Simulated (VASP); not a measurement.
Here is a VASP 6.6.1 calculation.

Contents of INCAR:

```
ALGO = Normal
EDIFF = 1E-6
ENCUT = 520
GGA = CA
ISIF = 2
ISMEAR = -1
LASPH = T
LCHARG = T
LELF = T
LREAL = F
LVHAR = T
LWAVE = F
NBANDS = 16
NELM = 80
PREC = Accurate
SIGMA = 0.05
```

KPOINTS

```
k-points
0
Gamma
  8 8 4
```

File POSCAR:

```
MgS
1.0
    4.1137527396      0.0000000000      0.0000000000
   -2.0568763698      3.5626143774      0.0000000000
    0.0000000000      0.0000000000      6.5584496235
S Mg
2 2
Direct
    0.6666666667      0.3333333333      0.8792441500
    0.3333333333      0.6666666667      0.3792441500
    0.3333333333      0.6666666667      0.9957548500
    0.6666666667      0.3333333333      0.4957548500
```

Potentials or basis: VASP PAW LDA potentials, release 64 (S, Mg).

Run with:

```console
$ cat potpaw_LDA.64/S/POTCAR potpaw_LDA.64/Mg/POTCAR > POTCAR
$ mpirun -np 1 vasp_std > vasp.out
```

Q: What does it give for the band gap on the k mesh?

A: 2.88 eV.

Q: Predict the largest force.

A: 0.058 eV/Å.

Forces on the atoms (eV/Å):
```
S    0.000  0.000 -0.058
S    0.000  0.000 -0.058
Mg   0.000  0.000  0.058
Mg   0.000  0.000  0.058
```

Caveat: the cell stands under tension.
